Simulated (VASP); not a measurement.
# Ba (I4/mmm) in VASP: single point with LDA

Aim: the single point of Ba with LDA.

Program: VASP 6.6.1. These are calculated values, not measurements. Logs are shortened: lines on timing, memory, paths and dates and some standing lists are left out, and cuts for length are marked.

### 1 The cell of the first run

The structure is tetragonal, space group I4/mmm (No. 139). The conventional cell has a = 5.963 Å, b = 5.963 Å, c = 13.253 Å, α = 90.00°, β = 90.00°, γ = 90.00°. Within 5.5 Å of Ba (site symmetry -4m2) lie 8 Ba at 4.22 to 4.46 Å. Ba (site symmetry 4/mmm) has 12 Ba at 4.46 to 5.96 Å within 6.0 Å.

### 2 Single point, LDA

Input file INCAR:

```
ALGO = Normal
EDIFF = 1E-6
ENCUT = 520
ISIF = 2
ISMEAR = -1
LASPH = True
LCHARG = False
LREAL = False
LWAVE = False
NBANDS = 22
NELM = 80
PREC = Accurate
SIGMA = 0.1
```

Input file KPOINTS:

```
k-points
0
Gamma
  6 6 6
```

Input file POSCAR:

```
Ba
1.0
   -2.9813010000      2.9813010000      6.6266040000
    2.9813010000     -2.9813010000      6.6266040000
    2.9813010000      2.9813010000     -6.6266040000
Ba
3
Direct
    0.7500000000      0.2500000000      0.5000000000
    0.2500000000      0.7500000000      0.5000000000
    0.5000000000      0.5000000000      0.0000000000
```

Potentials or basis: VASP PAW LDA potentials, release 64 (Ba_sv).

The run is started by

```sh
> cat potpaw_LDA.64/Ba_sv/POTCAR > POTCAR
> mpirun -np 1 vasp_std > vasp.out
```

OUTCAR:

```text
EDIFF = 1E-6
   ENCUT = 520
   ISIF = 2
   ISMEAR = -1
   LASPH = True
   LREAL = False
   NELM = 80
   PREC = Accurate

 ion  position               nearest neighbor table
   1  0.750  0.250  0.500-   2 4.22   2 4.22   2 4.22   2 4.22   3 4.46   3 4.46   3 4.46   3 4.46

   2  0.250  0.750  0.500-   1 4.22   1 4.22   1 4.22   1 4.22   3 4.46   3 4.46   3 4.46   3 4.46

   3  0.500  0.500  0.000-   2 4.46   1 4.46   1 4.46   2 4.46   1 4.46   2 4.46   2 4.46   1 4.46

  LATTYP: Found a body centered tetragonal cell.
 ALAT       =     5.9626020000
 C/A-ratio  =     2.2227222276

  Lattice vectors:

 A1 = (  -2.9813010000,   2.9813010000,   6.6266040000)
 A2 = (   2.9813010000,  -2.9813010000,   6.6266040000)
 A3 = (   2.9813010000,   2.9813010000,  -6.6266040000)

Analysis of symmetry for initial positions (statically):
=====================================================================
 Subroutine PRICEL returns:
 Original cell was already a primitive cell.

 Routine SETGRP: Setting up the symmetry group for a
 body centered tetragonal supercell.

 Subroutine GETGRP returns: Found 16 space group operations
 (whereof 16 operations were pure point group operations)
 out of a pool of 16 trial point group operations.

The static configuration has the point symmetry D_4h.

Analysis of symmetry for dynamics (positions and initial velocities):
=====================================================================
 Subroutine PRICEL returns:
 Original cell was already a primitive cell.

 Routine SETGRP: Setting up the symmetry group for a
 body centered tetragonal supercell.

 Subroutine GETGRP returns: Found 16 space group operations
 (whereof 16 operations were pure point group operations)
 out of a pool of 16 trial point group operations.

The dynamic configuration has the point symmetry D_4h.

 Subroutine INISYM returns: Found 16 space group operations
 (whereof 16 operations are pure point group operations),
 and found     1 'primitive' translations

----------------------------------------------------------------------------------------

                                     Primitive cell

  volume of cell :     235.5932

  direct lattice vectors                    reciprocal lattice vectors
    -2.981301000  2.981301000  6.626604000     0.000000000  0.167712016  0.075453430
     2.981301000 -2.981301000  6.626604000     0.167712016  0.000000000  0.075453430
     2.981301000  2.981301000 -6.626604000     0.167712016  0.167712016  0.000000000

  length of vectors
     7.854183082  7.854183082  7.854183082     0.183903617  0.183903617  0.237180607

  position of ions in fractional coordinates (direct lattice)
     0.750000000  0.250000000  0.500000000
     0.250000000  0.750000000  0.500000000
     0.500000000  0.500000000  0.000000000

  ion indices of the primitive-cell ions
   primitive index   ion index
                 1           1
                 2           2
                 3           3

----------------------------------------------------------------------------------------

 KPOINTS: k-points

Automatic generation of k-mesh.
 Grid dimensions read from file:
 generate k-points for:    6    6    6

 Generating k-lattice:

  Cartesian coordinates                     Fractional coordinates (reciprocal lattice)
     0.000000000  0.027952003  0.012575572     0.166666667  0.000000000 -0.000000000
     0.027952003  0.000000000  0.012575572     0.000000000  0.166666667 -0.000000000
     0.027952003  0.027952003  0.000000000     0.000000000  0.000000000  0.166666667

  Length of vectors
     0.030650603  0.030650603  0.039530101

  Shift w.r.t. Gamma in fractional coordinates (k-lattice)
     0.000000000  0.000000000  0.000000000

 Subroutine IBZKPT returns following result:
 ===========================================

 Found     30 irreducible k-points:

 Following reciprocal coordinates:
            Coordinates               Weight
  0.000000  0.000000  0.000000      1.000000
  0.166667  0.000000  0.000000      8.000000
  0.333333  0.000000 -0.000000      8.000000
  0.500000  0.000000  0.000000      4.000000
  0.166667  0.166667  0.000000      8.000000
  0.333333  0.166667 -0.000000     16.000000
[... 16 lines left out ...]
 -0.333333 -0.333333  0.166667      8.000000
 -0.166667 -0.333333  0.166667      8.000000
 [... further k-points ...]
   k-points           NKPTS =     30   k-points in BZ     NKDIM =     30   number of bands    NBANDS=     22
   number of dos      NEDOS =    301   number of ions     NIONS =      3
   total plane-waves  NPLWV = 216000
   dimension x,y,z NGX =    60 NGY =   60 NGZ =   60
   dimension x,y,z NGXF=   120 NGYF=  120 NGZF=  120
   ions per type =               3
   NGX,Y,Z   is equivalent  to a cutoff of  12.70, 12.70, 12.70 a.u.
   NGXF,Y,Z  is equivalent  to a cutoff of  25.40, 25.40, 25.40 a.u.
 SYSTEM =  unknown system
   PREC   = accura    normal or accurate (medium, high low for compatibility)
   ISTART =      0    job   : 0-new  1-cont  2-samecut
   ICHARG =      2    charge: 1-file 2-atom 10-const
   ISPIN  =      1    spin polarized calculation?
   LNONCOLLINEAR =      F non collinear calculations
   LSORBIT =      F    spin-orbit coupling
   LASPH  =      T    aspherical Exc in radial PAW
   ENCUT  =  520.0 eV  38.22 Ry    6.18 a.u.  14.60 14.60 14.60*2*pi/ulx,y,z
   NELM   =     80;   NELMIN=  2; NELMDL= -5     # of ELM steps
   EDIFF  = 0.1E-05   stopping-criterion for ELM
   LREAL  =      F    real-space projection
   EDIFFG = 0.1E-04   stopping-criterion for IOM
   NSW    =      0    number of steps for IOM
   IBRION =     -1    ionic relax: 0-MD 1-quasi-New 2-CG
   NFREE  =      0    steps in history (QN), initial steepest desc. (CG)
   ISIF   =      2    stress and relaxation
   ISYM   =      2    0-nonsym 1-usesym 2-fastsym
   POTIM  = 0.5000    time-step for ionic-motion
   TEBEG  =    0.0;   TEEND  =   0.0 temperature during run
   PSTRESS=    0.0 pullay stress
   NELECT =      30.0000    total number of electrons
   NUPDOWN=      -1.0000    fix difference up-down
   EMIN   =  10.00;   EMAX   =-10.00  energy-range for DOS
   EFERMI =   0.00;   METHOD = LEGACY
   ISMEAR =    -1;   SIGMA  =   0.10  broadening in eV -4-tet -1-fermi 0-gaus
   EFERMI_NEDOS =   21; number of points for ismear=-14 and -15
   IALGO  =     38    algorithm
   IMIX   =      4    mixing-type and parameters
     AMIX     =   0.40;   BMIX     =  1.00
     AMIX_MAG =   1.60;   BMIX_MAG =  1.00
  volume/ion in A,a.u.               =      78.53       529.95
  Fermi-wavevector in a.u.,A,eV,Ry     =   0.823622  1.556419  9.229545  0.678352
  Thomas-Fermi vector in A             =   1.935164
   LORBIT       =      0    0 simple, 1 ext, 2 COOP (PROOUT), +10 PAW based schemes
   GGA     = CA    functional components
   LHFCALC =     F    Hartree Fock is set to
   AEXX    =    0.0000 exact exchange contribution
   IVDW    =     0    specifies the selected vdW correction
   LEPSILON=     F    determine dielectric tensor
   LRPA    =     F    only Hartree local field effects (RPA)
 non-spin polarized calculation
  energy-cutoff  :      520.00
  volume of cell :      235.59
 maximum number of plane-waves:      6366
 NGX is ok and might be reduce to    60
   NGX = 29   NGY = 29   NGZ = 29

 number of electron      30.0000000 magnetization

 Free energy of the ion-electron system (eV)
  ---------------------------------------------------
  ext. energy  EPLUGINS =         0.00000000
  ---------------------------------------------------
  free energy    TOTEN  =        -5.45195951 eV

  energy without entropy =       -5.22755760  energy(sigma->0) =       -5.33975855

 E-fermi :   0.6605     XC(G=0):  -6.8294

 val. band max:        0.6432670727   @ k =  -0.1667   0.1667   0.1667
 cond. band min:       0.6729267745   @ k =   0.5000   0.5000   0.5000
 fundamental gap:      0.0296597017
 Fermi energy:         0.6605356547

 k-point     1 :       0.0000    0.0000    0.0000
  band No.  band energies     occupation
      1     -28.5666      2.00000
      2     -28.4207      2.00000
      3     -28.3687      2.00000
      4     -13.8494      2.00000
      5     -13.7652      2.00000
      6     -13.7652      2.00000
[... 14 lines left out ...]
     21       1.8223      0.00002
     22       2.5423      0.00000

 k-point     2 :       0.1667    0.0000    0.0000
  band No.  band energies     occupation
      1     -28.5660      2.00000
      2     -28.4176      2.00000
      3     -28.3723      2.00000
      4     -13.8419      2.00000
      5     -13.7838      2.00000
      6     -13.7755      2.00000
[... 14 lines left out ...]
     21       1.9081      0.00001
     22       2.2662      0.00000

 k-point     3 :       0.3333    0.0000   -0.0000
  band No.  band energies     occupation
      1     -28.5650      2.00000
      2     -28.4086      2.00000
      3     -28.3823      2.00000
      4     -13.8226      2.00000
      5     -13.7932      2.00000
      6     -13.7795      2.00000
[... 14 lines left out ...]
     21       1.9769      0.00000
     22       2.0384      0.00000

 k-point     4 :       0.5000    0.0000    0.0000
  band No.  band energies     occupation
      1     -28.5644      2.00000
      2     -28.3960      2.00000
      3     -28.3954      2.00000
      4     -13.8265      2.00000
      5     -13.7800      2.00000
      6     -13.7673      2.00000
[... 14 lines left out ...]
     21       2.0721      0.00000
     22       2.1615      0.00000

 k-point     5 :       0.1667    0.1667    0.0000
  band No.  band energies     occupation
      1     -28.5654      2.00000
      2     -28.4151      2.00000
      3     -28.3755      2.00000
      4     -13.8366      2.00000
      5     -13.8021      2.00000
      6     -13.7901      2.00000
[... 14 lines left out ...]
     21       2.0002      0.00000
     22       2.0760      0.00000

 k-point     6 :       0.3333    0.1667   -0.0000
  band No.  band energies     occupation
      1     -28.5645      2.00000
      2     -28.4072      2.00000
      3     -28.3841      2.00000
      4     -13.8239      2.00000
      5     -13.8176      2.00000
      6     -13.7888      2.00000
[... 14 lines left out ...]
     21       2.0337      0.00000
     22       2.1288      0.00000

 k-point     7 :       0.5000    0.1667    0.0000
  band No.  band energies     occupation
      1     -28.5643      2.00000
      2     -28.3959      2.00000
      3     -28.3955      2.00000
      4     -13.8280      2.00000
      5     -13.8048      2.00000
      6     -13.7876      2.00000
[... 324 lines left out ...]
      6     -13.7739      2.00000
[... 14 lines left out ...]
     21       1.8189      0.00002
     22       1.9933      0.00000

 k-point    21 :      -0.3333    0.5000    0.1667
  band No.  band energies     occupation
      1     -28.5640      2.00000
      2     -28.4077      2.00000
      3     -28.3840      2.00000
      4     -13.8381      2.00000
      5     -13.7905      2.00000
      6     -13.7699      2.00000
[... 14 lines left out ...]
     21       2.0822      0.00000
     22       2.1907      0.00000

 k-point    22 :      -0.1667    0.5000    0.1667
  band No.  band energies     occupation
      1     -28.5644      2.00000
      2     -28.4093      2.00000
      3     -28.3822      2.00000
      4     -13.8198      2.00000
      5     -13.7944      2.00000
      6     -13.7662      2.00000
[... 14 lines left out ...]
     21       2.1918      0.00000
     22       2.2540      0.00000

 k-point    23 :      -0.3333   -0.3333    0.1667
  band No.  band energies     occupation
      1     -28.5644      2.00000
      2     -28.4160      2.00000
      3     -28.3755      2.00000
      4     -13.8366      2.00000
      5     -13.7964      2.00000
      6     -13.7838      2.00000
[... 14 lines left out ...]
     21       2.4490      0.00000
     22       2.4707      0.00000

 k-point    24 :      -0.1667   -0.3333    0.1667
  band No.  band energies     occupation
      1     -28.5651      2.00000
      2     -28.4186      2.00000
      3     -28.3723      2.00000
      4     -13.8118      2.00000
      5     -13.8062      2.00000
      6     -13.8024      2.00000
[... 14 lines left out ...]
     21       2.2960      0.00000
     22       2.4494      0.00000

 [... further k-points ...]

------------------------ aborting loop because EDIFF is reached ----------------------------------------

  FORCE on cell =-STRESS in cart. coord.  units (eV):
  Direction    XX          YY          ZZ          XY          YZ          ZX
  --------------------------------------------------------------------------------------
  -------------------------------------------------------------------------------------
  Total       -1.7094616     -1.7094616     -0.8488392      0.0000000      0.0000000      0.0000000
  in kB      -11.6253831    -11.6253831     -5.7726250      0.0000000      0.0000000      0.0000000
  external PRESSURE =      -9.6744637 kB  Pullay stress =       0.0000000 kB

 VOLUME and BASIS-vectors are now :
 -----------------------------------------------------------------------------
  energy-cutoff  :      520.00
  volume of cell :      235.59
      direct lattice vectors                 reciprocal lattice vectors
    -2.981301000  2.981301000  6.626604000     0.000000000  0.167712016  0.075453430
     2.981301000 -2.981301000  6.626604000     0.167712016  0.000000000  0.075453430
     2.981301000  2.981301000 -6.626604000     0.167712016  0.167712016  0.000000000

 POSITION                                       TOTAL-FORCE (eV/Angst)
 -----------------------------------------------------------------------------------
      0.00000      2.98130      3.31330         0.000000      0.000000      0.000000
      2.98130      0.00000      3.31330        -0.000000     -0.000000     -0.000000
      0.00000      0.00000      6.62660         0.000000     -0.000000     -0.000000
 -----------------------------------------------------------------------------------
    total drift:                               -0.000000     -0.000000      0.000000

  FREE ENERGIE OF THE ION-ELECTRON SYSTEM (eV)
  ---------------------------------------------------
  free  energy   TOTEN  =        -5.4519595069 eV

  energy  without entropy=       -5.2275575983  energy(sigma->0) =       -5.33975855
```

Wall time 4.9 min (1 thread of Intel Xeon Platinum 8175M at 2.50GHz (Skylake/Cascade Lake), shared host); peak memory 0.41 GiB.

What came out:

| Property | Result |
| --- | --- |
| Free energy | -5.4520 eV |
| Pressure | -1.0 GPa |
| Band gap on the k mesh | zero (bands 15 and 16 overlap by 0.28 eV) |

Stress tensor (GPa, compression positive):
```
-1.16  0.00  0.00
 0.00 -1.16  0.00
 0.00  0.00 -0.58
```

Caveat: spin-orbit coupling is left out, which moves the levels of the heavy elements.
